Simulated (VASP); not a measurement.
# Tm (Im-3m) in VASP: electric field gradients with r2SCAN

Aim: the electric field gradients of Tm with r2SCAN.

Program: VASP 6.6.1. These are calculated values, not measurements. Logs are shortened: lines on timing, memory, paths and dates and some standing lists are left out, and cuts for length are marked.

### 1 The cell of the first run

It takes space group Im-3m (No. 229, cubic). Conventional cell: a = 3.941 Å, b = 3.941 Å, c = 3.941 Å, α = 90.00°, β = 90.00°, γ = 90.00°. Within 4.5 Å of Tm (site symmetry m-3m) lie 14 Tm at 3.41 to 3.94 Å.

This isn't the form of Tm at room conditions, which is hcp.

### 2 Electric field gradients, r2SCAN

The input, POSCAR:

```
Tm
1.0
   -1.9705499473      1.9705499473      1.9705499473
    1.9705499473     -1.9705499473      1.9705499473
    1.9705499473      1.9705499473     -1.9705499473
Tm
1
Direct
    0.0000000000      0.0000000000      0.0000000000
```

The input, INCAR.step1:

```
SYSTEM = Tm
PREC = Accurate
ENCUT = 520
ISMEAR = -1
SIGMA = 0.08
LREAL = .False.
LASPH = .True.
NELM = 100
NBANDS = 18
GGA = PE
ALGO = Normal
EDIFF = 1E-4
LWAVE = .True.
LCHARG = .False.
```

The input, INCAR.step2:

```
SYSTEM = Tm
PREC = Accurate
ENCUT = 520
EDIFF = 1E-8
ISMEAR = -1
SIGMA = 0.08
LREAL = .False.
LASPH = .True.
NELM = 100
ALGO = Normal
ISIF = 2
LWAVE = .False.
LCHARG = .False.
METAGGA = R2SCAN
LMIXTAU = .True.
LEFG = .True.
NBANDS = 18
ISTART = 1
```

The input, KPOINTS:

```
regular mesh
0
Gamma
  12 12 12
  0 0 0
```

Potentials or basis: VASP PAW PBE potentials, release 64 (Tm).

On the command line:

```console
$ cat potpaw_PBE.64/Tm/POTCAR > POTCAR
$ cp INCAR.step1 INCAR
$ mpirun -np 1 vasp_std > vasp.out
$ cp INCAR.step2 INCAR
$ mpirun -np 1 vasp_std > vasp.out
```

OUTCAR:

```text
SYSTEM = Tm
   PREC = Accurate
   ENCUT = 520
   EDIFF = 1E-8
   ISMEAR = -1
   LREAL = .False.
   LASPH = .True.
   NELM = 100
   ISIF = 2
   METAGGA = R2SCAN
   ISTART = 1

 ion  position               nearest neighbor table
   1  0.000  0.000  0.000-

  LATTYP: Found a body centered cubic cell.
 ALAT       =     3.9410998946

  Lattice vectors:

 A1 = (  -1.9705499473,   1.9705499473,   1.9705499473)
 A2 = (   1.9705499473,  -1.9705499473,   1.9705499473)
 A3 = (   1.9705499473,   1.9705499473,  -1.9705499473)

Analysis of symmetry for initial positions (statically):
=====================================================================
 Subroutine PRICEL returns:
 Original cell was already a primitive cell.

 Routine SETGRP: Setting up the symmetry group for a
 body centered cubic supercell.

 Subroutine GETGRP returns: Found 48 space group operations
 (whereof 48 operations were pure point group operations)
 out of a pool of 48 trial point group operations.

The static configuration has the point symmetry O_h .

Analysis of symmetry for dynamics (positions and initial velocities):
=====================================================================
 Subroutine PRICEL returns:
 Original cell was already a primitive cell.

 Routine SETGRP: Setting up the symmetry group for a
 body centered cubic supercell.

 Subroutine GETGRP returns: Found 48 space group operations
 (whereof 48 operations were pure point group operations)
 out of a pool of 48 trial point group operations.

The dynamic configuration has the point symmetry O_h .

 Subroutine INISYM returns: Found 48 space group operations
 (whereof 48 operations are pure point group operations),
 and found     1 'primitive' translations

----------------------------------------------------------------------------------------

                                     Primitive cell

  volume of cell :      30.6071

  direct lattice vectors                    reciprocal lattice vectors
    -1.970549947  1.970549947  1.970549947     0.000000000  0.253736273  0.253736273
     1.970549947 -1.970549947  1.970549947     0.253736273  0.000000000  0.253736273
     1.970549947  1.970549947 -1.970549947     0.253736273  0.253736273  0.000000000

  length of vectors
     3.413092628  3.413092628  3.413092628     0.358837279  0.358837279  0.358837279

  position of ions in fractional coordinates (direct lattice)
     0.000000000  0.000000000  0.000000000

  ion indices of the primitive-cell ions
   primitive index   ion index
                 1           1

----------------------------------------------------------------------------------------

 KPOINTS: regular mesh

Automatic generation of k-mesh.
 Grid dimensions read from file:
 generate k-points for:   12   12   12

 Generating k-lattice:

  Cartesian coordinates                     Fractional coordinates (reciprocal lattice)
     0.000000000  0.021144689  0.021144689     0.083333333  0.000000000  0.000000000
     0.021144689  0.000000000  0.021144689     0.000000000  0.083333333  0.000000000
     0.021144689  0.021144689  0.000000000     0.000000000  0.000000000  0.083333333

  Length of vectors
     0.029903107  0.029903107  0.029903107

  Shift w.r.t. Gamma in fractional coordinates (k-lattice)
     0.000000000  0.000000000  0.000000000

 Subroutine IBZKPT returns following result:
 ===========================================

 Found     72 irreducible k-points:

 Following reciprocal coordinates:
            Coordinates               Weight
  0.000000  0.000000  0.000000      1.000000
  0.083333  0.000000  0.000000     12.000000
  0.166667  0.000000  0.000000     12.000000
  0.250000  0.000000  0.000000     12.000000
  0.333333  0.000000  0.000000     12.000000
  0.416667  0.000000  0.000000     12.000000
[... 16 lines left out ...]
  0.333333  0.083333  0.083333     24.000000
  0.416667  0.083333  0.083333     12.000000
 [... further k-points ...]
   k-points           NKPTS =     72   k-points in BZ     NKDIM =     72   number of bands    NBANDS=     18
   number of dos      NEDOS =    301   number of ions     NIONS =      1
   total plane-waves  NPLWV =  21952
   dimension x,y,z NGX =    28 NGY =   28 NGZ =   28
   dimension x,y,z NGXF=    56 NGYF=   56 NGZF=   56
   ions per type =               1
   NGX,Y,Z   is equivalent  to a cutoff of  13.64, 13.64, 13.64 a.u.
   NGXF,Y,Z  is equivalent  to a cutoff of  27.28, 27.28, 27.28 a.u.
 SYSTEM =  Tm
   PREC   = accura    normal or accurate (medium, high low for compatibility)
   ISTART =      1    job   : 0-new  1-cont  2-samecut
   ICHARG =      0    charge: 1-file 2-atom 10-const
   ISPIN  =      1    spin polarized calculation?
   LNONCOLLINEAR =      F non collinear calculations
   LSORBIT =      F    spin-orbit coupling
   LASPH  =      T    aspherical Exc in radial PAW
   ENCUT  =  520.0 eV  38.22 Ry    6.18 a.u.   6.35  6.35  6.35*2*pi/ulx,y,z
   NELM   =    100;   NELMIN=  2; NELMDL=  0     # of ELM steps
   EDIFF  = 0.1E-07   stopping-criterion for ELM
   LREAL  =      F    real-space projection
   EDIFFG = 0.1E-06   stopping-criterion for IOM
   NSW    =      0    number of steps for IOM
   IBRION =     -1    ionic relax: 0-MD 1-quasi-New 2-CG
   NFREE  =      0    steps in history (QN), initial steepest desc. (CG)
   ISIF   =      2    stress and relaxation
   ISYM   =      2    0-nonsym 1-usesym 2-fastsym
   POTIM  = 0.5000    time-step for ionic-motion
   TEBEG  =    0.0;   TEEND  =   0.0 temperature during run
   PSTRESS=    0.0 pullay stress
   NELECT =      23.0000    total number of electrons
   NUPDOWN=      -1.0000    fix difference up-down
   EMIN   =  10.00;   EMAX   =-10.00  energy-range for DOS
   EFERMI =   0.00;   METHOD = LEGACY
   ISMEAR =    -1;   SIGMA  =   0.08  broadening in eV -4-tet -1-fermi 0-gaus
   EFERMI_NEDOS =   21; number of points for ismear=-14 and -15
   IALGO  =     38    algorithm
   IMIX   =      4    mixing-type and parameters
     AMIX     =   0.40;   BMIX     =  1.00
     AMIX_MAG =   1.60;   BMIX_MAG =  1.00
  volume/ion in A,a.u.               =      30.61       206.55
  Fermi-wavevector in a.u.,A,eV,Ry     =   1.488367  2.812606 30.140115  2.215236
  Thomas-Fermi vector in A             =   2.601411
   LORBIT       =      0    0 simple, 1 ext, 2 COOP (PROOUT), +10 PAW based schemes
   METAGGA = R2SCAN    functional components
   LHFCALC =     F    Hartree Fock is set to
   AEXX    =    0.0000 exact exchange contribution
   IVDW    =     0    specifies the selected vdW correction
   LEPSILON=     F    determine dielectric tensor
   LRPA    =     F    only Hartree local field effects (RPA)
 non-spin polarized calculation
  energy-cutoff  :      520.00
  volume of cell :       30.61
 maximum number of plane-waves:       856
 NGX is ok and might be reduce to    28
   NGX = 13   NGY = 13   NGZ = 13

 number of electron      22.9999992 magnetization

 Free energy of the ion-electron system (eV)
  ---------------------------------------------------
  ext. energy  EPLUGINS =         0.00000000
  ---------------------------------------------------
  free energy    TOTEN  =       -34.49625527 eV

  energy without entropy =      -34.28918246  energy(sigma->0) =      -34.39271887

 E-fermi :   2.0916     XC(G=0): -10.9085

 val. band max:        2.0746444491   @ k =   0.5000   0.5000   0.4167
 cond. band min:       2.1037313532   @ k =  -0.4167   0.5000   0.2500
 fundamental gap:      0.0290869041
 Fermi energy:         2.0916233602

 k-point     1 :       0.0000    0.0000    0.0000
  band No.  band energies     occupation
      1     -49.3776      2.00000
      2     -21.8272      2.00000
      3     -21.8272      2.00000
      4     -21.8272      2.00000
      5      -3.3056      2.00000
      6       1.5755      1.99685
[... 10 lines left out ...]
     17       7.6776      0.00000
     18      14.3502      0.00000

 k-point     2 :       0.0833    0.0000    0.0000
  band No.  band energies     occupation
      1     -49.3744      2.00000
      2     -21.8728      2.00000
      3     -21.8408      2.00000
      4     -21.8276      2.00000
      5      -3.0938      2.00000
      6       1.5629      1.99731
[... 10 lines left out ...]
     17       7.6755      0.00000
     18      14.5758      0.00000
[... 442 lines left out ...]
 k-point    24 :       0.4167    0.0833    0.0833
  band No.  band energies     occupation
      1     -49.3289      2.00000
      2     -22.4203      2.00000
      3     -22.0555      2.00000
      4     -21.8745      2.00000
      5       0.7850      2.00000
      6       1.4560      1.99929
[... 10 lines left out ...]
     17      11.2529      0.00000
     18      11.2839      0.00000

 [... further k-points ...]

------------------------ aborting loop because EDIFF is reached ----------------------------------------

  FORCE on cell =-STRESS in cart. coord.  units (eV):
  Direction    XX          YY          ZZ          XY          YZ          ZX
  --------------------------------------------------------------------------------------
  -------------------------------------------------------------------------------------
  Total        0.3932578      0.3932578      0.3932578     -0.0000000     -0.0000000      0.0000000
  in kB       20.5856979     20.5856979     20.5856979     -0.0000000     -0.0000000      0.0000000
  external PRESSURE =      20.5856979 kB  Pullay stress =       0.0000000 kB

 VOLUME and BASIS-vectors are now :
 -----------------------------------------------------------------------------
  energy-cutoff  :      520.00
  volume of cell :       30.61
      direct lattice vectors                 reciprocal lattice vectors
    -1.970549947  1.970549947  1.970549947     0.000000000  0.253736273  0.253736273
     1.970549947 -1.970549947  1.970549947     0.253736273  0.000000000  0.253736273
     1.970549947  1.970549947 -1.970549947     0.253736273  0.253736273  0.000000000

 POSITION                                       TOTAL-FORCE (eV/Angst)
 -----------------------------------------------------------------------------------
      0.00000      0.00000      0.00000         0.000000      0.000000     -0.000000
 -----------------------------------------------------------------------------------
    total drift:                               -0.000000     -0.000000     -0.000000

  FREE ENERGIE OF THE ION-ELECTRON SYSTEM (eV)
  ---------------------------------------------------
  free  energy   TOTEN  =       -34.4962552749 eV

  energy  without entropy=      -34.2891824598  energy(sigma->0) =      -34.39271887

 Electric field gradients (V/A^2)
---------------------------------------------------------------------
 ion       V_xx      V_yy      V_zz      V_xy      V_xz      V_yz
---------------------------------------------------------------------
   1       0.000     0.000    -0.000     0.001     0.001     0.001
---------------------------------------------------------------------

 Electric field gradients after diagonalization (V/A^2)
 (convention: |V_zz| > |V_xx| > |V_yy|)
----------------------------------------------------------------------
 ion       V_xx      V_yy      V_zz     asymmetry (V_yy - V_xx)/ V_zz
----------------------------------------------------------------------
   1      -0.001    -0.001     0.003       0.000
----------------------------------------------------------------------

           NMR quadrupolar parameters

 Cq : quadrupolar parameter    Cq=e*Q*V_zz/h
 eta: asymmetry parameters     (V_yy - V_xx)/ V_zz
 Q  : nuclear electric quadrupole moment in mb (millibarn)
----------------------------------------------------------------------
 ion       Cq(MHz)       eta       Q (mb)
----------------------------------------------------------------------
   1       0.000       0.000       1.000
----------------------------------------------------------------------
```

It took 13 min on 1 thread of Intel Xeon 8259CL, shared host; peak memory 0.21 GiB.

What came out:

* Free energy: -34.4963 eV
* Pressure: 2.1 GPa
* Band gap on the k mesh: zero (an odd number of electrons rules out a gap without spin polarisation)
* Largest electric field gradient by atom: under 0.05 V/Å² on every atom

Caveat: the PAW data sets were made with another functional, which shifts forces and pressure a little; spin-orbit coupling is left out, which moves the levels of the heavy elements; semilocal functionals describe open f shells poorly, which spoils levels, moments and volumes. Spin polarisation is off, so any magnetic state and its effect on volume and gap are missing.

The gap in the log of VASP goes by the Fermi energy; the results here count the filled bands.